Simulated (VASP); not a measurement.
Input of a VASP 6.6.1 run:

File POSCAR:

```
PbS
1.0
    2.0799526950     -5.9912968650      0.0000000000
    2.0799526950      5.9912968650      0.0000000000
    0.0000000000      0.0000000000      4.2793209400
Pb S
2 2
Direct
    0.1305633500      0.8694366500      0.2500000000
    0.8694366500      0.1305633500      0.7500000000
    0.3547970900      0.6452029100      0.2500000000
    0.6452029100      0.3547970900      0.7500000000
```

Contents of INCAR.step1:

```
SYSTEM = PbS
PREC = Accurate
ENCUT = 520
EDIFF = 1E-5
ISMEAR = -1
SIGMA = 0.05
LREAL = .FALSE.
LASPH = .TRUE.
NELM = 100
ALGO = Normal
ISIF = 2
LWAVE = .TRUE.
NBANDS = 28
GGA = PE
KPAR = 4
```

Contents of INCAR.step2:

```
SYSTEM = PbS
PREC = Accurate
ENCUT = 520
EDIFF = 1E-6
ISMEAR = -1
SIGMA = 0.05
LREAL = .FALSE.
LASPH = .TRUE.
NELM = 100
ALGO = Normal
ISIF = 2
LWAVE = .FALSE.
LCHARG = .TRUE.
GGA = PS
LHFCALC = .TRUE.
AEXX = 0.25
PRECFOCK = Normal
LVHAR = .TRUE.
NBANDS = 28
ISTART = 1
KPAR = 4
```

The input KPOINTS:

```
Automatic mesh
0
G
  4 4 3
  0 0 0
```

Potentials or basis: VASP PAW PBE potentials, release 64 (Pb_d, S).

Run with:

```bash
$ cat potpaw_PBE.64/Pb_d/POTCAR potpaw_PBE.64/S/POTCAR > POTCAR
$ cp INCAR.step1 INCAR
$ mpirun -np 4 vasp_std > vasp.out
$ cp INCAR.step2 INCAR
$ mpirun -np 4 vasp_std > vasp.out
```

Task: Estimate the band gap on the k mesh.

Result: 2.32 eV, indirect (least direct gap 2.56 eV).

Task: What does it give for the pressure?

Result: -2.6 GPa.

Task: What does it give for the largest force?

Result: 0.211 eV/Å.

Forces on the atoms (eV/Å):
```
Pb   0.000 -0.211  0.000
Pb   0.000  0.211  0.000
S    0.000  0.095  0.000
S    0.000 -0.095  0.000
```

Caveat: the k points lie up to 0.49 Å⁻¹ apart; the PAW data sets were made with another functional, which shifts forces and pressure a little; spin-orbit coupling is left out, which moves the levels of the heavy elements. A k mesh can miss the band edges.
